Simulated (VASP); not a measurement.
# Co3C2 (P-3m1) in VASP: notebook

The runs below take Co3C2 through single point, relaxation of cell and atoms, with PBE.

All numbers are computed with VASP 6.6.1; they aren't measurements. Logs are shortened: lines on timing, memory, paths and dates and some standing lists are left out, and cuts for length are marked.

## Step 1: The cell of the first run

It takes space group P-3m1 (No. 164, trigonal). The conventional cell has a = 3.136 Å, b = 3.136 Å, c = 5.040 Å, α = 90.00°, β = 90.00°, γ = 120.00°. Co (site symmetry -3m) has 6 C at 2.18 Å and 6 Co at 2.49 Å within 2.9 Å. Co (site symmetry 3m) has 4 C at 1.87 to 2.11 Å and 6 Co at 2.43 to 2.49 Å within 2.5 Å. Within 2.5 Å of C (site symmetry 3m) lie 7 Co at 1.87 to 2.18 Å.

## Step 2: Single point, PBE

INCAR reads:

```
SYSTEM = Co3C2
ALGO = Normal
EDIFF = 1E-6
ENCUT = 520
GGA = PE
ISIF = 2
ISMEAR = 0
LASPH = .TRUE.
LCHARG = .TRUE.
LELF = .TRUE.
LREAL = .FALSE.
LVHAR = .TRUE.
LWAVE = .FALSE.
NBANDS = 26
NELM = 80
PREC = Accurate
SIGMA = 0.1
```

KPOINTS reads:

```
k-points
0
G
  6 6 4
  0 0 0
```

POSCAR reads:

```
Co3C2
1.0
    3.1359469235      0.0000000000      0.0000000000
   -1.5679734617      2.7158097007      0.0000000000
    0.0000000000      0.0000000000      5.0402657076
Co C
3 2
Direct
    0.0000000000      0.0000000000      0.0000000000
    0.3333333333      0.6666666667      0.6613743791
    0.6666666667      0.3333333333      0.3386256209
    0.3333333333      0.6666666667      0.2424351384
    0.6666666667      0.3333333333      0.7575648616
```

Potentials or basis: VASP PAW PBE potentials, release 64 (Co, C).

On the command line:

```bash
> cat potpaw_PBE.64/Co/POTCAR potpaw_PBE.64/C/POTCAR > POTCAR
> mpirun -np 1 vasp_std > vasp.out
```

OUTCAR:

```text
SYSTEM = Co3C2
   EDIFF = 1E-6
   ENCUT = 520
   GGA = PE
   ISIF = 2
   ISMEAR = 0
   LASPH = .TRUE.
   LREAL = .FALSE.
   NELM = 80
   PREC = Accurate

 ion  position               nearest neighbor table
   1  0.000  0.000  0.000-   4 2.18   5 2.18   5 2.18   4 2.18   5 2.18   4 2.18   2 2.49   3 2.49
                             2 2.49   3 2.49   3 2.49   2 2.49
   2  0.333  0.667  0.661-   5 1.87   5 1.87   5 1.87   4 2.11   3 2.43   3 2.43   3 2.43   1 2.49
                             1 2.49   1 2.49
   3  0.667  0.333  0.339-   4 1.87   4 1.87   4 1.87   5 2.11   2 2.43   2 2.43   2 2.43   1 2.49
                             1 2.49   1 2.49
   4  0.333  0.667  0.242-   3 1.87   3 1.87   3 1.87   2 2.11   1 2.18   1 2.18   1 2.18
   5  0.667  0.333  0.758-   2 1.87   2 1.87   2 1.87   3 2.11   1 2.18   1 2.18   1 2.18

  LATTYP: Found a hexagonal cell.
 ALAT       =     3.1359469235
 C/A-ratio  =     1.6072547880

  Lattice vectors:

 A1 = (   3.1359469235,   0.0000000000,   0.0000000000)
 A2 = (  -1.5679734617,   2.7158097007,   0.0000000000)
 A3 = (   0.0000000000,   0.0000000000,   5.0402657076)

Analysis of symmetry for initial positions (statically):
=====================================================================
 Subroutine PRICEL returns:
 Original cell was already a primitive cell.

 Routine SETGRP: Setting up the symmetry group for a
 hexagonal supercell.

 Subroutine GETGRP returns: Found 12 space group operations
 (whereof 12 operations were pure point group operations)
 out of a pool of 24 trial point group operations.

The static configuration has the point symmetry D_3d.

Analysis of symmetry for dynamics (positions and initial velocities):
=====================================================================
 Subroutine PRICEL returns:
 Original cell was already a primitive cell.

 Routine SETGRP: Setting up the symmetry group for a
 hexagonal supercell.

 Subroutine GETGRP returns: Found 12 space group operations
 (whereof 12 operations were pure point group operations)
 out of a pool of 24 trial point group operations.

The dynamic configuration has the point symmetry D_3d.

 Subroutine INISYM returns: Found 12 space group operations
 (whereof 12 operations are pure point group operations),
 and found     1 'primitive' translations

----------------------------------------------------------------------------------------

                                     Primitive cell

  volume of cell :      42.9261

  direct lattice vectors                    reciprocal lattice vectors
     3.135946924  0.000000000  0.000000000     0.318882948  0.184107156  0.000000000
    -1.567973462  2.715809701  0.000000000     0.000000000  0.368214312  0.000000000
     0.000000000  0.000000000  5.040265708     0.000000000  0.000000000  0.198402239

  length of vectors
     3.135946924  3.135946924  5.040265708     0.368214312  0.368214312  0.198402239

  position of ions in fractional coordinates (direct lattice)
     0.000000000  0.000000000  0.000000000
     0.333333333  0.666666667  0.661374379
     0.666666667  0.333333333  0.338625621
     0.333333333  0.666666667  0.242435138
     0.666666667  0.333333333  0.757564862

  ion indices of the primitive-cell ions
   primitive index   ion index
                 1           1
                 2           2
                 3           3
                 4           4
                 5           5

----------------------------------------------------------------------------------------

 KPOINTS: k-points

Automatic generation of k-mesh.
 Grid dimensions read from file:
 generate k-points for:    6    6    4

 Generating k-lattice:

  Cartesian coordinates                     Fractional coordinates (reciprocal lattice)
     0.053147158  0.030684526  0.000000000     0.166666667  0.000000000  0.000000000
     0.000000000  0.061369052  0.000000000     0.000000000  0.166666667  0.000000000
     0.000000000  0.000000000  0.049600560     0.000000000  0.000000000  0.250000000

  Length of vectors
     0.061369052  0.061369052  0.049600560

  Shift w.r.t. Gamma in fractional coordinates (k-lattice)
     0.000000000  0.000000000  0.000000000

 Subroutine IBZKPT returns following result:
 ===========================================

 Found     24 irreducible k-points:

 Following reciprocal coordinates:
            Coordinates               Weight
  0.000000  0.000000  0.000000      1.000000
  0.166667  0.000000  0.000000      6.000000
  0.333333  0.000000  0.000000      6.000000
  0.500000  0.000000  0.000000      3.000000
  0.166667  0.166667  0.000000      6.000000
  0.333333  0.166667  0.000000     12.000000
[... 16 lines left out ...]
  0.333333  0.166667  0.500000     12.000000
  0.333333  0.333333  0.500000      2.000000
   k-points           NKPTS =     24   k-points in BZ     NKDIM =     24   number of bands    NBANDS=     26
   number of dos      NEDOS =    301   number of ions     NIONS =      5
   total plane-waves  NPLWV =  23040
   dimension x,y,z NGX =    24 NGY =   24 NGZ =   40
   dimension x,y,z NGXF=    48 NGYF=   48 NGZF=   80
   ions per type =               3   2
   NGX,Y,Z   is equivalent  to a cutoff of  12.72, 12.72, 13.19 a.u.
   NGXF,Y,Z  is equivalent  to a cutoff of  25.45, 25.45, 26.39 a.u.
 SYSTEM =  Co3C2
   PREC   = accura    normal or accurate (medium, high low for compatibility)
   ISTART =      0    job   : 0-new  1-cont  2-samecut
   ICHARG =      2    charge: 1-file 2-atom 10-const
   ISPIN  =      1    spin polarized calculation?
   LNONCOLLINEAR =      F non collinear calculations
   LSORBIT =      F    spin-orbit coupling
   LASPH  =      T    aspherical Exc in radial PAW
   ENCUT  =  520.0 eV  38.22 Ry    6.18 a.u.   5.83  5.83  9.37*2*pi/ulx,y,z
   NELM   =     80;   NELMIN=  2; NELMDL= -5     # of ELM steps
   EDIFF  = 0.1E-05   stopping-criterion for ELM
   LREAL  =      F    real-space projection
   EDIFFG = 0.1E-04   stopping-criterion for IOM
   NSW    =      0    number of steps for IOM
   IBRION =     -1    ionic relax: 0-MD 1-quasi-New 2-CG
   NFREE  =      0    steps in history (QN), initial steepest desc. (CG)
   ISIF   =      2    stress and relaxation
   ISYM   =      2    0-nonsym 1-usesym 2-fastsym
   POTIM  = 0.5000    time-step for ionic-motion
   TEBEG  =    0.0;   TEEND  =   0.0 temperature during run
   PSTRESS=    0.0 pullay stress
   NELECT =      35.0000    total number of electrons
   NUPDOWN=      -1.0000    fix difference up-down
   EMIN   =  10.00;   EMAX   =-10.00  energy-range for DOS
   EFERMI =   0.00;   METHOD = LEGACY
   ISMEAR =     0;   SIGMA  =   0.10  broadening in eV -4-tet -1-fermi 0-gaus
   EFERMI_NEDOS =   21; number of points for ismear=-14 and -15
   IALGO  =     38    algorithm
   IMIX   =      4    mixing-type and parameters
     AMIX     =   0.40;   BMIX     =  1.00
     AMIX_MAG =   1.60;   BMIX_MAG =  1.00
  volume/ion in A,a.u.               =       8.59        57.94
  Fermi-wavevector in a.u.,A,eV,Ry     =   1.529409  2.890164 31.825284  2.339092
  Thomas-Fermi vector in A             =   2.637034
   LORBIT       =      0    0 simple, 1 ext, 2 COOP (PROOUT), +10 PAW based schemes
   GGA     = PE    functional components
   LHFCALC =     F    Hartree Fock is set to
   AEXX    =    0.0000 exact exchange contribution
   IVDW    =     0    specifies the selected vdW correction
   LEPSILON=     F    determine dielectric tensor
   LRPA    =     F    only Hartree local field effects (RPA)
 non-spin polarized calculation
 Gauss-broadening in eV      SIGMA  =   0.10
  energy-cutoff  :      520.00
  volume of cell :       42.93
 maximum number of plane-waves:      1182
 NGX is ok and might be reduce to    24
   NGX = 11   NGY = 11   NGZ = 19

 number of electron      34.9999993 magnetization

 Free energy of the ion-electron system (eV)
  ---------------------------------------------------
  ext. energy  EPLUGINS =         0.00000000
  ---------------------------------------------------
  free energy    TOTEN  =       -38.19367092 eV

  energy without entropy =      -38.17134404  energy(sigma->0) =      -38.18250748

 E-fermi :  10.7378     XC(G=0): -13.5113

 val. band max:       10.7377247797   @ k =   0.0000   0.3333   0.2500
 cond. band min:      10.7498662333   @ k =   0.0000   0.1667   0.2500
 fundamental gap:      0.0121414536
 Fermi energy:        10.7378010012

 k-point     1 :       0.0000    0.0000    0.0000
  band No.  band energies     occupation
      1      -3.9207      2.00000
      2      -1.2910      2.00000
      3       3.2718      2.00000
      4       5.1875      2.00000
      5       5.1875      2.00000
      6       5.4519      2.00000
[... 18 lines left out ...]
     25      18.2868      0.00000
     26      22.3987      0.00000

 k-point     2 :       0.1667    0.0000    0.0000
  band No.  band energies     occupation
      1      -3.4770      2.00000
      2      -1.1036      2.00000
      3       3.6631      2.00000
      4       4.9846      2.00000
      5       5.0927      2.00000
      6       5.3432      2.00000
[... 18 lines left out ...]
     25      19.4329      0.00000
     26      21.8285      0.00000

 k-point     3 :       0.3333    0.0000    0.0000
  band No.  band energies     occupation
      1      -2.3301      2.00000
      2      -0.7955      2.00000
      3       4.0146      2.00000
      4       4.3964      2.00000
      5       5.2285      2.00000
      6       5.7030      2.00000
[... 18 lines left out ...]
     25      20.0457      0.00000
     26      20.2206      0.00000

 k-point     4 :       0.5000    0.0000    0.0000
  band No.  band energies     occupation
      1      -1.3462      2.00000
      2      -0.8878      2.00000
      3       3.3243      2.00000
      4       4.7202      2.00000
      5       5.5323      2.00000
      6       5.9095      2.00000
[... 18 lines left out ...]
     25      19.7506      0.00000
     26      19.9892      0.00000

 k-point     5 :       0.1667    0.1667    0.0000
  band No.  band energies     occupation
      1      -2.6770      2.00000
      2      -0.8483      2.00000
      3       4.2538      2.00000
      4       4.4946      2.00000
      5       4.9547      2.00000
      6       5.8446      2.00000
[... 18 lines left out ...]
     25      20.7568      0.00000
     26      21.1127      0.00000

 k-point     6 :       0.3333    0.1667    0.0000
  band No.  band energies     occupation
      1      -1.5173      2.00000
      2      -0.7458      2.00000
      3       3.8198      2.00000
      4       4.7680      2.00000
      5       5.3706      2.00000
      6       5.8914      2.00000
[... 427 lines left out ...]
 k-point    21 :       0.5000    0.0000    0.5000
  band No.  band energies     occupation
      1      -1.1412      2.00000
      2      -0.8507      2.00000
      3       2.9376      2.00000
      4       4.0171      2.00000
      5       5.3612      2.00000
      6       6.2434      2.00000
[... 18 lines left out ...]
     25      18.5688      0.00000
     26      21.5126      0.00000

 k-point    22 :       0.1667    0.1667    0.5000
  band No.  band energies     occupation
      1      -1.8756      2.00000
      2      -1.7686      2.00000
      3       3.9146      2.00000
      4       3.9749      2.00000
      5       5.4051      2.00000
      6       5.4593      2.00000
[... 18 lines left out ...]
     25      19.6642      0.00000
     26      20.9470      0.00000

 k-point    23 :       0.3333    0.1667    0.5000
  band No.  band energies     occupation
      1      -1.1141      2.00000
      2      -0.9716      2.00000
      3       3.4390      2.00000
      4       4.0834      2.00000
      5       5.4608      2.00000
      6       5.6497      2.00000
[... 18 lines left out ...]
     25      19.2883      0.00000
     26      21.3978      0.00000

 k-point    24 :       0.3333    0.3333    0.5000
  band No.  band energies     occupation
      1      -0.7831      2.00000
      2      -0.7831      2.00000
      3       4.3022      2.00000
      4       4.3022      2.00000
      5       4.4410      2.00000
      6       5.6620      2.00000
[... 18 lines left out ...]
     25      19.9311      0.00000
     26      20.5606      0.00000

------------------------ aborting loop because EDIFF is reached ----------------------------------------

  FORCE on cell =-STRESS in cart. coord.  units (eV):
  Direction    XX          YY          ZZ          XY          YZ          ZX
  --------------------------------------------------------------------------------------
  -------------------------------------------------------------------------------------
  Total       -0.0277933     -0.0277933     -0.0571417     -0.0000000     -0.0000000     -0.0000000
  in kB       -1.0373588     -1.0373588     -2.1327618     -0.0000000     -0.0000000     -0.0000000
  external PRESSURE =      -1.4024931 kB  Pullay stress =       0.0000000 kB

 VOLUME and BASIS-vectors are now :
 -----------------------------------------------------------------------------
  energy-cutoff  :      520.00
  volume of cell :       42.93
      direct lattice vectors                 reciprocal lattice vectors
     3.135946924  0.000000000  0.000000000     0.318882948  0.184107156  0.000000000
    -1.567973462  2.715809701  0.000000000     0.000000000  0.368214312  0.000000000
     0.000000000  0.000000000  5.040265708     0.000000000  0.000000000  0.198402239

 POSITION                                       TOTAL-FORCE (eV/Angst)
 -----------------------------------------------------------------------------------
      0.00000      0.00000      0.00000         0.000000      0.000000      0.000000
     -0.00000      1.81054      3.33350         0.000000      0.000000     -0.032403
      1.56797      0.90527      1.70676        -0.000000     -0.000000      0.032403
     -0.00000      1.81054      1.22194         0.000000      0.000000     -0.022356
      1.56797      0.90527      3.81833        -0.000000      0.000000      0.022356
 -----------------------------------------------------------------------------------
    total drift:                                0.000000      0.000000     -0.000000

  FREE ENERGIE OF THE ION-ELECTRON SYSTEM (eV)
  ---------------------------------------------------
  free  energy   TOTEN  =       -38.1936709243 eV

  energy  without entropy=      -38.1713440427  energy(sigma->0) =      -38.18250748
```

Run time: 18 s. Hardware: 1 thread of Intel Xeon 6975P-C (Granite Rapids), shared host; peak memory 0.16 GiB.

Results:

```yaml
Free_energy: -38.1937 eV
Pressure: -0.1 GPa
Largest_force: 0.032 eV/Å
Band_gap_on_the_k_mesh: zero (an odd number of electrons rules out a gap without spin polarisation)
```

Forces on the atoms (eV/Å):
```
Co   0.000  0.000  0.000
Co   0.000  0.000 -0.032
Co   0.000  0.000  0.032
C    0.000  0.000 -0.022
C    0.000  0.000  0.022
```

Caveat: the k points lie up to 0.39 Å⁻¹ apart, too coarse for converged energies and pressures of a metal; the run has no spin polarisation, though such a crystal can be magnetic. Spin polarisation is off, so any magnetic state and its effect on volume and gap are missing.

(Continued in part 2 of 2.)
